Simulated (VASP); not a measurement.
# Os (P6_3/mmc) in VASP: further runs

Os is run at these levels: PBE; tasks: relaxation of cell and atoms.

All numbers are computed with VASP 6.6.1; they aren't measurements. Logs are shortened: lines on timing, memory, paths and dates and some standing lists are left out, and cuts for length are marked.

### 1 The cell of the first run

The structure is hexagonal, space group P6_3/mmc (No. 194). The conventional cell has a = 2.751 Å, b = 2.751 Å, c = 4.355 Å, α = 90.00°, β = 90.00°, γ = 120.00°. Os (site symmetry -6m2) has 12 Os at 2.70 to 2.75 Å within 3.6 Å.

### 2 Relaxation of cell and atoms, PBE

INCAR reads:

```
PREC = Accurate ; ENCUT = 600
EDIFF = 1E-6 ; ISMEAR = 0
SIGMA = 0.1 ; LREAL = F
LASPH = T ; NELM = 100
ALGO = Normal ; ISIF = 3
LWAVE = F ; LCHARG = F
GGA = PE ; IBRION = 2
NSW = 100 ; EDIFFG = -0.005
```

KPOINTS reads:

```
Automatic mesh
0
Gamma
  18 18 10
```

POSCAR reads:

```
Os
1.0
    2.7508550315      0.0000000000      0.0000000000
   -1.3754275158      2.3823103394      0.0000000000
    0.0000000000      0.0000000000      4.3547218032
Os
2
Direct
    0.3333333333      0.6666666667      0.2500000000
    0.6666666667      0.3333333333      0.7500000000
```

Potentials or basis: VASP PAW PBE potentials, release 64 (Os).

Command:

```sh
cat potpaw_PBE.64/Os/POTCAR > POTCAR
mpirun -np 1 vasp_std > vasp.out
```

OUTCAR:

```text
PREC = Accurate
   ENCUT = 600
   EDIFF = 1E-6
   ISMEAR = 0
   LREAL = F
   LASPH = T
   NELM = 100
   ISIF = 3
   GGA = PE
   IBRION = 2
   NSW = 100
   EDIFFG = -0.005

 ion  position               nearest neighbor table
   1  0.333  0.667  0.250-   2 2.70   2 2.70   2 2.70   2 2.70   2 2.70   2 2.70
   2  0.667  0.333  0.750-   1 2.70   1 2.70   1 2.70   1 2.70   1 2.70   1 2.70

  LATTYP: Found a hexagonal cell.
 ALAT       =     2.7508550315
 C/A-ratio  =     1.5830430006

  Lattice vectors:

 A1 = (   2.7508550315,   0.0000000000,   0.0000000000)
 A2 = (  -1.3754275158,   2.3823103394,   0.0000000000)
 A3 = (   0.0000000000,   0.0000000000,   4.3547218032)

Analysis of symmetry for initial positions (statically):
=====================================================================
 Subroutine PRICEL returns:
 Original cell was already a primitive cell.

 Routine SETGRP: Setting up the symmetry group for a
 hexagonal supercell.

 Subroutine GETGRP returns: Found 24 space group operations
 (whereof 12 operations were pure point group operations)
 out of a pool of 24 trial point group operations.

The static configuration has the point symmetry D_3d.
 The point group associated with its full space group is D_6h.

Analysis of symmetry for dynamics (positions and initial velocities):
=====================================================================
 Subroutine PRICEL returns:
 Original cell was already a primitive cell.

 Routine SETGRP: Setting up the symmetry group for a
 hexagonal supercell.

 Subroutine GETGRP returns: Found 24 space group operations
 (whereof 12 operations were pure point group operations)
 out of a pool of 24 trial point group operations.

The dynamic configuration has the point symmetry D_3d.
 The point group associated with its full space group is D_6h.

 Subroutine INISYM returns: Found 24 space group operations
 (whereof 12 operations are pure point group operations),
 and found     1 'primitive' translations

----------------------------------------------------------------------------------------

                                     Primitive cell

  volume of cell :      28.5382

  direct lattice vectors                    reciprocal lattice vectors
     2.750855031  0.000000000  0.000000000     0.363523337  0.209880296  0.000000000
    -1.375427516  2.382310339  0.000000000     0.000000000  0.419760593  0.000000000
     0.000000000  0.000000000  4.354721803     0.000000000  0.000000000  0.229635794

  length of vectors
     2.750855031  2.750855032  4.354721803     0.419760593  0.419760593  0.229635794

  position of ions in fractional coordinates (direct lattice)
     0.333333333  0.666666667  0.250000000
     0.666666667  0.333333333  0.750000000

  ion indices of the primitive-cell ions
   primitive index   ion index
                 1           1
                 2           2

----------------------------------------------------------------------------------------

 KPOINTS: Automatic mesh

Automatic generation of k-mesh.
 Grid dimensions read from file:
 generate k-points for:   18   18   10

 Generating k-lattice:

  Cartesian coordinates                     Fractional coordinates (reciprocal lattice)
     0.020195741  0.011660016  0.000000000     0.055555556  0.000000000  0.000000000
     0.000000000  0.023320033  0.000000000     0.000000000  0.055555556  0.000000000
     0.000000000  0.000000000  0.022963579     0.000000000  0.000000000  0.100000000

  Length of vectors
     0.023320033  0.023320033  0.022963579

  Shift w.r.t. Gamma in fractional coordinates (k-lattice)
     0.000000000  0.000000000  0.000000000

 Subroutine IBZKPT returns following result:
 ===========================================

 Found    222 irreducible k-points:

 Following reciprocal coordinates:
            Coordinates               Weight
  0.000000  0.000000  0.000000      1.000000
  0.055556  0.000000  0.000000      6.000000
  0.111111  0.000000  0.000000      6.000000
  0.166667 -0.000000  0.000000      6.000000
  0.222222  0.000000  0.000000      6.000000
  0.277778 -0.000000  0.000000      6.000000
[... 16 lines left out ...]
  0.333333  0.111111  0.000000     12.000000
  0.388889  0.111111  0.000000     12.000000
 [... further k-points ...]
   k-points           NKPTS =    222   k-points in BZ     NKDIM =    222   number of bands    NBANDS=     12
   number of dos      NEDOS =    301   number of ions     NIONS =      2
   total plane-waves  NPLWV =  20736
   dimension x,y,z NGX =    24 NGY =   24 NGZ =   36
   dimension x,y,z NGXF=    48 NGYF=   48 NGZF=   72
   ions per type =               2
   NGX,Y,Z   is equivalent  to a cutoff of  14.50, 14.50, 13.74 a.u.
   NGXF,Y,Z  is equivalent  to a cutoff of  29.01, 29.01, 27.49 a.u.
 SYSTEM =  unknown system
   PREC   = accura    normal or accurate (medium, high low for compatibility)
   ISTART =      0    job   : 0-new  1-cont  2-samecut
   ICHARG =      2    charge: 1-file 2-atom 10-const
   ISPIN  =      1    spin polarized calculation?
   LNONCOLLINEAR =      F non collinear calculations
   LSORBIT =      F    spin-orbit coupling
   LASPH  =      T    aspherical Exc in radial PAW
   ENCUT  =  600.0 eV  44.10 Ry    6.64 a.u.   5.49  5.49  8.70*2*pi/ulx,y,z
   NELM   =    100;   NELMIN=  2; NELMDL= -5     # of ELM steps
   EDIFF  = 0.1E-05   stopping-criterion for ELM
   LREAL  =      F    real-space projection
   EDIFFG = -.5E-02   stopping-criterion for IOM
   NSW    =    100    number of steps for IOM
   IBRION =      2    ionic relax: 0-MD 1-quasi-New 2-CG
   NFREE  =      1    steps in history (QN), initial steepest desc. (CG)
   ISIF   =      3    stress and relaxation
   ISYM   =      2    0-nonsym 1-usesym 2-fastsym
   POTIM  = 0.5000    time-step for ionic-motion
   TEBEG  =    0.0;   TEEND  =   0.0 temperature during run
   PSTRESS=    0.0 pullay stress
   NELECT =      16.0000    total number of electrons
   NUPDOWN=      -1.0000    fix difference up-down
   EMIN   =  10.00;   EMAX   =-10.00  energy-range for DOS
   EFERMI =   0.00;   METHOD = LEGACY
   ISMEAR =     0;   SIGMA  =   0.10  broadening in eV -4-tet -1-fermi 0-gaus
   EFERMI_NEDOS =   21; number of points for ismear=-14 and -15
   IALGO  =     38    algorithm
   IMIX   =      4    mixing-type and parameters
     AMIX     =   0.40;   BMIX     =  1.00
     AMIX_MAG =   1.60;   BMIX_MAG =  1.00
  volume/ion in A,a.u.               =      14.27        96.29
  Fermi-wavevector in a.u.,A,eV,Ry     =   1.349914  2.550967 24.793448  1.822267
  Thomas-Fermi vector in A             =   2.477461
   LORBIT       =      0    0 simple, 1 ext, 2 COOP (PROOUT), +10 PAW based schemes
   GGA     = PE    functional components
   LHFCALC =     F    Hartree Fock is set to
   AEXX    =    0.0000 exact exchange contribution
   IVDW    =     0    specifies the selected vdW correction
   LEPSILON=     F    determine dielectric tensor
   LRPA    =     F    only Hartree local field effects (RPA)
 conjugate gradient relaxation of ions
 non-spin polarized calculation
 Gauss-broadening in eV      SIGMA  =   0.10
  energy-cutoff  :      600.00
  volume of cell :       28.54
 maximum number of plane-waves:       980
 NGX is ok and might be reduce to    24
   NGX = 11   NGY = 11   NGZ = 17

--------------------------------------- Ionic step        1  -------------------------------------------

 number of electron      16.0000001 magnetization

 Free energy of the ion-electron system (eV)
  ---------------------------------------------------
  ext. energy  EPLUGINS =         0.00000000
  ---------------------------------------------------
  free energy    TOTEN  =       -22.50057244 eV

  energy without entropy =      -22.49300606  energy(sigma->0) =      -22.49678925

------------------------ aborting loop because EDIFF is reached ----------------------------------------

  FORCE on cell =-STRESS in cart. coord.  units (eV):
  Direction    XX          YY          ZZ          XY          YZ          ZX
  --------------------------------------------------------------------------------------
  -------------------------------------------------------------------------------------
  Total        0.0867708      0.0867708     -0.0841091     -0.0000000      0.0000000      0.0000000
  in kB        4.8714426      4.8714426     -4.7220109     -0.0000000      0.0000000      0.0000000
  external PRESSURE =       1.6736248 kB  Pullay stress =       0.0000000 kB
[... 129 lines left out ...]
  energy  without entropy=      -22.4929560764  energy(sigma->0) =      -22.49680636

--------------------------------------- Ionic step        5  -------------------------------------------

 number of electron      16.0000000 magnetization

 Free energy of the ion-electron system (eV)
  ---------------------------------------------------
  ext. energy  EPLUGINS =         0.00000000
  ---------------------------------------------------
  free energy    TOTEN  =       -22.50068019 eV

  energy without entropy =      -22.49299510  energy(sigma->0) =      -22.49683765

 E-fermi :   9.1642     XC(G=0): -13.9413

 val. band max:        9.1528935898   @ k =   0.2222   0.0556   0.3000
 cond. band min:       9.1689226368   @ k =   0.4444   0.1111   0.4000
 fundamental gap:      0.0160290470
 Fermi energy:         9.1642082022

 k-point     1 :       0.0000    0.0000    0.0000
  band No.  band energies     occupation
      1      -1.5966      2.00000
      2       1.5613      2.00000
      3       6.1978      2.00000
      4       6.1978      2.00000
      5       6.4427      2.00000
      6       7.0109      2.00000
      7       7.0109      2.00000
      8       7.6466      2.00000
      9       7.6466      2.00000
     10       9.1870      0.74684
     11      10.7990      0.00000
     12      10.7990      0.00000
[... 331 lines left out ...]
 k-point    24 :       0.3889    0.1111    0.0000
  band No.  band energies     occupation
      1       2.5231      2.00000
      2       2.6252      2.00000
      3       2.9783      2.00000
      4       5.6545      2.00000
      5       5.7188      2.00000
      6       6.6039      2.00000
      7       7.2891      2.00000
      8      10.6948      0.00000
      9      11.1128      0.00000
     10      11.5781      0.00000
     11      12.9527      0.00000
     12      15.9245      0.00000

 [... further k-points ...]

------------------------ aborting loop because EDIFF is reached ----------------------------------------

  FORCE on cell =-STRESS in cart. coord.  units (eV):
  Direction    XX          YY          ZZ          XY          YZ          ZX
  --------------------------------------------------------------------------------------
  -------------------------------------------------------------------------------------
  Total        0.0049854      0.0049854      0.0060548     -0.0000000     -0.0000000      0.0000000
  in kB        0.2797795      0.2797795      0.3397929     -0.0000000     -0.0000000      0.0000000
  external PRESSURE =       0.2997840 kB  Pullay stress =       0.0000000 kB
[... 17 lines left out ...]
  FREE ENERGIE OF THE ION-ELECTRON SYSTEM (eV)
  ---------------------------------------------------
  free  energy   TOTEN  =       -22.5006801908 eV

  energy  without entropy=      -22.4929951027  energy(sigma->0) =      -22.49683765

 reached required accuracy - stopping structural energy minimisation
```

It took 1.9 min on 1 thread of Intel Xeon 6975P-C, shared host; peak memory 0.23 GiB.

Results:

```
Free energy                            : -22.5007 eV
Relaxed volume                         : 14.27 Å³/atom
Relaxed cell                           : a = 2.753 Å, b = 2.753 Å, c = 4.350 Å, α = 90.00°, β = 90.00°, γ = 120.00°
Space group after relaxing (to 0.05 Å) : P6_3/mmc (No. 194)
Energy gained by relaxing              : 0.1 meV/atom
Ionic steps                            : 5
Pressure after relaxing                : 0.0 GPa
Band gap on the k mesh                 : zero (band 8 reaches 11.13 eV, above the bottom of band 9 at 7.32 eV)
```

The path:
```
step  energy change (eV)  largest force (eV/Å)  pressure (GPa)  volume (Å³)
   1              0.0000                0.0000            0.17        28.54
   2              0.0002                0.0000           -0.63        28.60
   3             -0.0001                0.0000           -0.11        28.56
   4             -0.0001                0.0000            0.34        28.53
   5             -0.0001                0.0000            0.03        28.55
```

Final structure:
```cif
data_structure
_symmetry_space_group_name_H-M 'P 1'
_symmetry_Int_Tables_number 1
_cell_length_a 2.7529
_cell_length_b 2.7529
_cell_length_c 4.3501
_cell_angle_alpha 90.000
_cell_angle_beta 90.000
_cell_angle_gamma 120.000
_cell_volume 28.55
loop_
_atom_site_label
_atom_site_type_symbol
_atom_site_fract_x
_atom_site_fract_y
_atom_site_fract_z
_atom_site_occupancy
Os1 Os 0.33333 0.66667 0.25000 1
Os2 Os 0.66667 0.33333 0.75000 1
```

Caveat: spin-orbit coupling is left out, which moves the levels of the heavy elements.

### 3 Relaxation of cell and atoms, PBE

INCAR reads:

```
PREC = Accurate
ENCUT = 600
EDIFF = 1E-6
ISMEAR = -1
SIGMA = 0.15
LREAL = False
LASPH = True
NELM = 60
ALGO = Normal
ISIF = 3
LWAVE = False
LCHARG = False
GGA = PE
IBRION = 2
NSW = 80
EDIFFG = -0.001
```

KPOINTS reads:

```
regular mesh
0
Gamma
  18 18 10
```

POSCAR reads:

```
Os
1.0
    2.7527908585      0.0000000000      0.0000000000
   -1.3763954293      2.3839868148      0.0000000000
    0.0000000000      0.0000000000      4.3508626233
Os
2
Direct
    0.3333333333      0.6666666667      0.2500000000
    0.6666666667      0.3333333333      0.7500000000
```

Potentials or basis: VASP PAW PBE potentials, release 64 (Os).

Command:

```sh
cat potpaw_PBE.64/Os/POTCAR > POTCAR
mpirun -np 1 vasp_std > vasp.out
```

Wall time 5 min (1 thread of Intel Xeon 6975P-C, shared host); peak memory 0.24 GiB.

Results (log left out):

```yaml
Free_energy: -22.5468 eV
Relaxed_volume: 14.29 Å³/atom
Relaxed_cell: a = 2.755 Å, b = 2.755 Å, c = 4.349 Å, α = 90.00°, β = 90.00°, γ = 120.00°
Space_group_after_relaxing_to_0.05_Å: P6_3/mmc (No. 194)
Energy_gained_by_relaxing: 0.0 meV/atom
Ionic_steps: 24
Pressure_after_relaxing: 0.0 GPa
Band_gap_on_the_k_mesh: zero (band 8 reaches 11.11 eV, above the bottom of band 9 at 7.32 eV)
```

Final structure:
```xyz
2
Lattice="2.7546 0.0000 0.0000 -1.3773 2.3856 0.0000 0.0000 0.0000 4.3489" Properties=species:S:1:pos:R:3 pbc="T T T"
Os    0.0000    1.5904    1.0872
Os    1.3773    0.7952    3.2617
```

Levels at points of the mesh, in eV from the Fermi level:
| k point | band 5 | band 6 | band 7 | band 8 | band 9 | band 10 | band 11 | band 12 |
| --- | --- | --- | --- | --- | --- | --- | --- | --- |
| (0.00, 0.00, 0.00) | -2.73 | -2.17 | -2.17 | -1.54 | -1.54 | 0.01 | 1.61 | 1.61 |
| (0.50, 0.00, 0.00) | -2.88 | -2.52 | -1.85 | 1.94 | 2.48 | 2.60 | 4.25 | 5.53 |
| (0.00, 0.00, 0.50) | -3.17 | -3.17 | -3.17 | -3.17 | 0.84 | 0.84 | 0.84 | 0.84 |
| (0.50, 0.00, 0.50) | -1.19 | -1.19 | -0.18 | -0.18 | 2.26 | 2.26 | 3.19 | 3.19 |

Caveat: spin-orbit coupling is left out, which moves the levels of the heavy elements.
